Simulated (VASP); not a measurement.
# GaN (Imm2) in VASP: a series of runs, part 2 of 2

VASP 6.6.1. The steps go on from the part before.

## (4) Single point, r2SCAN (strain -0.0300 x Voigt [0, 0, 0, 1, 0, 0])

The input, POSCAR:

```
GaN
1.0
    0.0000000000      2.2152027158      2.2152027158
    2.2489367673     -0.0337340515      2.2489367673
    2.2489367673      2.2489367673     -0.0337340515
Ga N
1 1
Direct
    0.0000000000      0.0000000000      0.0000000000
    0.7500000000      0.7500000000      0.7500000000
```

The input, INCAR.step1:

```
SYSTEM = GaN
PREC     = Accurate       ! precision mode
ENCUT    = 520            ! plane-wave cutoff, eV
ISMEAR   = 0              ! smearing method
SIGMA    = 0.05           ! smearing width, eV
LREAL    = .False.        ! projectors in reciprocal space
LASPH    = .True.         ! aspherical terms in the spheres
NELM     = 100            ! most SCF steps
NBANDS   = 16             ! bands
GGA      = PE             ! functional
ALGO     = Normal         ! electronic algorithm
EDIFF    = 1E-4           ! SCF threshold, eV
LWAVE    = .True.         ! write WAVECAR
LCHARG   = .False.        ! write CHGCAR
```

The input, INCAR.step2:

```
SYSTEM = GaN
PREC     = Accurate       ! precision mode
ENCUT    = 520            ! plane-wave cutoff, eV
EDIFF    = 1E-6           ! SCF threshold, eV
ISMEAR   = 0              ! smearing method
SIGMA    = 0.05           ! smearing width, eV
LREAL    = .False.        ! projectors in reciprocal space
LASPH    = .True.         ! aspherical terms in the spheres
NELM     = 100            ! most SCF steps
ALGO     = Normal         ! electronic algorithm
ISIF     = 2              ! what is computed and relaxed
LWAVE    = .False.        ! write WAVECAR
LCHARG   = .False.        ! write CHGCAR
METAGGA  = R2SCAN         ! meta-GGA
LMIXTAU  = .True.       
NBANDS   = 16             ! bands
ISTART   = 1
```

The input, KPOINTS:

```
Automatic mesh
0
Gamma
  10 10 10
  0 0 0
```

Started as:

```
$ cat potpaw_PBE.64/Ga_d/POTCAR potpaw_PBE.64/N/POTCAR > POTCAR
$ cp INCAR.step1 INCAR
$ mpirun -np 1 vasp_std > vasp.out
$ cp INCAR.step2 INCAR
$ mpirun -np 1 vasp_std > vasp.out
```

Wall time 3 min (1 thread of Intel Xeon Platinum 8259CL at 2.50GHz (Skylake/Cascade Lake), shared host); peak memory 0.19 GiB.

The run converged. Its results:

| Item | Value |
| --- | --- |
| Free energy | -21.8834 eV |
| Pressure | 1.3 GPa |
| Largest force | 0.264 eV/Å |
| Band gap on the k mesh | 2.08 eV, direct |

Forces on the atoms (eV/Å):
```
Ga   0.264  0.000  0.000
N   -0.264  0.000  0.000
```

Stress tensor (GPa, compression positive):
```
1.21 0.00 0.00
0.00 1.31 6.07
0.00 6.07 1.31
```

Levels at points of the mesh, in eV from the valence-band top:
```
           k point  band 5  band 6  band 7  band 8  band 9  band 10  band 11  band 12  band 13  band 14
(0.00, 0.00, 0.00)  -13.54  -13.54   -0.12   -0.07    0.00     2.08    10.61    11.01    11.37    18.54
(0.50, 0.00, 0.00)  -13.49  -12.36   -7.24   -1.14   -1.13     5.01     9.46    10.68    10.98    16.40
(0.00, 0.50, 0.00)  -13.50  -12.47   -7.28   -1.01   -0.99     5.26     9.34    10.99    11.27    16.60
(0.50, 0.50, 0.00)  -13.46  -12.03   -6.31   -2.87   -2.87     3.71     7.22    12.53    14.94    14.99
(0.00, 0.50, 0.50)  -13.46  -12.04   -6.31   -3.05   -2.68     3.67     7.27    12.56    14.78    15.13
```

Caveat: the cell differs from its parent crystal (strain -0.0300 x Voigt [0, 0, 0, 1, 0, 0]); the PAW data sets were made with another functional, which shifts forces and pressure a little.

## (5) Single point, r2SCAN (strain +0.0150 x Voigt [0, 0, 0, 1, 0, 0])

The input, POSCAR:

```
GaN
1.0
    0.0000000000      2.2658037931      2.2658037931
    2.2489367673      0.0168670258      2.2489367673
    2.2489367673      2.2489367673      0.0168670258
Ga N
1 1
Direct
    0.0000000000      0.0000000000      0.0000000000
    0.7500000000      0.7500000000      0.7500000000
```

The input, INCAR.step1:

```
PREC     = Accurate       # precision mode
ENCUT    = 520            # plane-wave cutoff, eV
ISMEAR   = 0              # smearing method
SIGMA    = 0.05           # smearing width, eV
LREAL    = False          # projectors in reciprocal space
LASPH    = True           # aspherical terms in the spheres
NELM     = 80             # most SCF steps
NBANDS   = 16             # bands
GGA      = PE             # functional
ALGO     = Normal         # electronic algorithm
EDIFF    = 1E-4           # SCF threshold, eV
LWAVE    = True           # write WAVECAR
LCHARG   = False          # write CHGCAR
```

The input, INCAR.step2:

```
PREC     = Accurate       # precision mode
ENCUT    = 520            # plane-wave cutoff, eV
EDIFF    = 1E-6           # SCF threshold, eV
ISMEAR   = 0              # smearing method
SIGMA    = 0.05           # smearing width, eV
LREAL    = False          # projectors in reciprocal space
LASPH    = True           # aspherical terms in the spheres
NELM     = 80             # most SCF steps
ALGO     = Normal         # electronic algorithm
ISIF     = 2              # what is computed and relaxed
LWAVE    = False          # write WAVECAR
LCHARG   = True           # write CHGCAR
METAGGA  = R2SCAN         # meta-GGA
LMIXTAU  = True         
LELF     = True           # ELF
LVHAR    = True         
NBANDS   = 16             # bands
ISTART   = 1
```

The input, KPOINTS:

```
regular mesh
0
Gamma
  10 10 10
```

Started as:

```
$ cat potpaw_PBE.64/Ga_d/POTCAR potpaw_PBE.64/N/POTCAR > POTCAR
$ cp INCAR.step1 INCAR
$ mpirun -np 1 vasp_std > vasp.out
$ cp INCAR.step2 INCAR
$ mpirun -np 1 vasp_std > vasp.out
```

It took 2.9 min on 1 thread of Intel Xeon Platinum 8259CL at 2.50GHz (Skylake/Cascade Lake), shared host; peak memory 0.19 GiB.

It converged, with:

```
Free energy            : -21.8931 eV
Pressure               : 1.1 GPa
Largest force          : 0.132 eV/Å
Band gap on the k mesh : 2.12 eV, direct
```

Forces in eV/Å, atoms in the order of the input:
```
Ga  -0.132  0.000  0.000
N    0.132  0.000  0.000
```

Stress tensor (GPa, compression positive):
```
 1.10  0.00  0.00
 0.00  1.12 -3.03
 0.00 -3.03  1.12
```

Levels at points of the mesh, in eV from the valence-band top:
```csv
k point,band 6,band 7,band 8,band 9,band 10,band 11,band 12,band 13
"(0.00, 0.00, 0.00)",-13.51,-0.06,-0.03,0.00,2.12,10.82,11.02,11.20
"(0.50, 0.00, 0.00)",-12.41,-7.24,-1.01,-1.00,5.24,9.41,11.01,11.15
"(0.00, 0.50, 0.00)",-12.35,-7.22,-1.07,-1.07,5.11,9.47,10.86,11.00
"(0.50, 0.50, 0.00)",-12.00,-6.27,-2.84,-2.84,3.74,7.25,12.59,14.98
"(0.00, 0.50, 0.50)",-12.00,-6.27,-2.93,-2.74,3.73,7.26,12.60,14.90
```

Caveat: the cell differs from its parent crystal (strain +0.0150 x Voigt [0, 0, 0, 1, 0, 0]); the PAW data sets were made with another functional, which shifts forces and pressure a little.

## (6) Single point, r2SCAN (strain +0.0525 x Voigt [0, 0, 0, 1, 0, 0])

The input, POSCAR:

```
GaN
1.0
    0.0000000000      2.3079713574      2.3079713574
    2.2489367673      0.0590345901      2.2489367673
    2.2489367673      2.2489367673      0.0590345901
Ga N
1 1
Direct
    0.0000000000      0.0000000000      0.0000000000
    0.7500000000      0.7500000000      0.7500000000
```

The input, INCAR.step1:

```
ALGO     = Normal         # electronic algorithm
EDIFF    = 1E-4           # SCF threshold, eV
ENCUT    = 520            # plane-wave cutoff, eV
GGA      = PE             # functional
ISMEAR   = 0              # smearing method
LASPH    = True           # aspherical terms in the spheres
LCHARG   = False          # write CHGCAR
LREAL    = False          # projectors in reciprocal space
LWAVE    = True           # write WAVECAR
NBANDS   = 16             # bands
NELM     = 60             # most SCF steps
PREC     = Accurate       # precision mode
SIGMA    = 0.05           # smearing width, eV
```

The input, INCAR.step2:

```
ALGO     = Normal         # electronic algorithm
EDIFF    = 1E-6           # SCF threshold, eV
ENCUT    = 520            # plane-wave cutoff, eV
ISIF     = 2              # what is computed and relaxed
ISMEAR   = 0              # smearing method
ISTART   = 1            
LASPH    = True           # aspherical terms in the spheres
LCHARG   = True           # write CHGCAR
LELF     = True           # ELF
LMIXTAU  = True         
LREAL    = False          # projectors in reciprocal space
LVHAR    = True         
LWAVE    = False          # write WAVECAR
METAGGA  = R2SCAN         # meta-GGA
NBANDS   = 16             # bands
NELM     = 60             # most SCF steps
PREC     = Accurate       # precision mode
SIGMA    = 0.05           # smearing width, eV
```

The input, KPOINTS:

```
k-points
0
Gamma
  10 10 10
```

Potentials or basis: VASP PAW PBE potentials, release 64 (Ga_d, N).

Started as:

```
$ cat potpaw_PBE.64/Ga_d/POTCAR potpaw_PBE.64/N/POTCAR > POTCAR
$ cp INCAR.step1 INCAR
$ mpirun -np 1 vasp_std > vasp.out
$ cp INCAR.step2 INCAR
$ mpirun -np 1 vasp_std > vasp.out
```

Wall time 3.1 min (1 thread of Intel Xeon Platinum 8259CL at 2.50GHz (Skylake/Cascade Lake), shared host); peak memory 0.18 GiB.

The run converged. Its results:

```
Free energy            : -21.8566 eV
Pressure               : 1.7 GPa
Largest force          : 0.465 eV/Å
Band gap on the k mesh : 2.00 eV, direct
```

Forces in eV/Å, atoms in the order of the input:
```
Ga  -0.465  0.000  0.000
N    0.465  0.000  0.000
```

Stress tensor (GPa, compression positive):
```
  1.52   0.00   0.00
  0.00   1.82 -10.66
  0.00 -10.66   1.82
```

Levels at points of the mesh, in eV from the valence-band top:
| k point | band 6 | band 7 | band 8 | band 9 | band 10 | band 11 | band 12 | band 13 |
| --- | --- | --- | --- | --- | --- | --- | --- | --- |
| (0.00, 0.00, 0.00) | -13.60 | -0.22 | -0.13 | 0.00 | 2.00 | 10.29 | 11.01 | 11.62 |
| (0.50, 0.00, 0.00) | -12.56 | -7.35 | -1.02 | -0.97 | 5.30 | 9.22 | 10.98 | 11.47 |
| (0.00, 0.50, 0.00) | -12.37 | -7.27 | -1.24 | -1.23 | 4.86 | 9.42 | 10.43 | 10.97 |
| (0.50, 0.50, 0.00) | -12.08 | -6.36 | -2.92 | -2.91 | 3.66 | 7.17 | 12.40 | 14.88 |
| (0.00, 0.50, 0.50) | -12.09 | -6.36 | -3.24 | -2.58 | 3.56 | 7.32 | 12.51 | 14.62 |

Caveat: the cell differs from its parent crystal (strain +0.0525 x Voigt [0, 0, 0, 1, 0, 0]); the PAW data sets were made with another functional, which shifts forces and pressure a little.

## (7) Summary

```tsv
cell	gap on the mesh (eV)	pressure (GPa)	largest force (eV/Å)
a = 3.085, b = 3.181, c = 3.181 Å, angles 62.0, 61.0, 61.0°, 2 atoms	1.97	1.9	0.53
a = 3.252, b = 3.181, c = 3.181 Å, angles 58.5, 59.3, 59.3°, 2 atoms	2.03	1.6	0.40
a = 3.133, b = 3.181, c = 3.181 Å, angles 61.0, 60.5, 60.5°, 2 atoms	2.08	1.3	0.26
a = 3.204, b = 3.181, c = 3.181 Å, angles 59.5, 59.8, 59.8°, 2 atoms	2.12	1.1	0.13
a = 3.264, b = 3.181, c = 3.181 Å, angles 58.3, 59.1, 59.1°, 2 atoms	2.00	1.7	0.47
```

Alike in all rows: task single point; level r2SCAN; potentials or basis VASP PAW PBE potentials, release 64 (Ga_d, N); no spin polarisation; k mesh 10 × 10 × 10; cutoff (eV) 520; smearing gaussian 0.05 eV.

Caveats: the PAW data sets were made with another functional, which shifts forces and pressure a little.

Total energies depend on the potentials used, so only differences within one code and one set of settings carry meaning.
